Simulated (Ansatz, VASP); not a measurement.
# One calculation of Pt, two programs

INCAR

```
PREC = Accurate
ENCUT = 520
EDIFF = 1E-6
ISMEAR = 0
SIGMA = 0.15
LREAL = False
LASPH = True
NELM = 80
ALGO = Normal
ISIF = 2
LWAVE = False
LCHARG = False
GGA = PS
NBANDS = 11
```

The input KPOINTS:

```
regular mesh
0
Gamma
  30 30 30
```

The input POSCAR:

```
Pt
1.0
   -1.5604706012      1.5604706012      1.5604706012
    1.5604706012     -1.5604706012      1.5604706012
    1.5604706012      1.5604706012     -1.5604706012
Pt
1
Direct
    0.0000000000      0.0000000000      0.0000000000
```

Input for Ansatz:

```yaml
crystal:
  lattice:
    - [-1.5604706012, 1.5604706012, 1.5604706012]
    - [1.5604706012, -1.5604706012, 1.5604706012]
    - [1.5604706012, 1.5604706012, -1.5604706012]
  atoms:
    - { symbol: Pt, position: [0.0, 0.0, 0.0] }
basis:
  ecutwfc: 420
kpoints:
  mp_grid: { grid: [30, 30, 30] }
hamiltonian:
  xc: pbesol
scf:
  occupations: { method: gaussian, width: 0.15 }
output:
  forces: true
  stress: true
  eigenvalues: true
```

Alike in both runs: task single point; functional PBEsol; k mesh 30 × 30 × 30; occupations gaussian, width 0.15 eV; no spin polarisation.

|  | VASP | Ansatz |
| --- | --- | --- |
| version | VASP 6.6.1 | Ansatz 0.2.0 |
| potentials or method | VASP PAW PBE potentials, release 64 (Pt), cutoff 520 eV | scalar-relativistic, plane waves, PAW |
| valence electrons in the cell | 10 | 18 |

|  | VASP | Ansatz | Ansatz less VASP |
| --- | --- | --- | --- |
| gap on the k mesh at the Fermi level (eV) | none | none | - |
| pressure (GPa) | -0.2 | 0.2 | +0.39 |

VASP's potentials were made for PBE, not for PBEsol. A gap of «none» marks a metal or a gap that the smearing closes. The functional is the same, so the differences come from potentials, cutoffs and numerics. VASP's potentials hold 10 valence electrons a cell and Ansatz's 18, so a difference there can come from the potentials and not from the codes.

Spin-orbit coupling is off throughout.
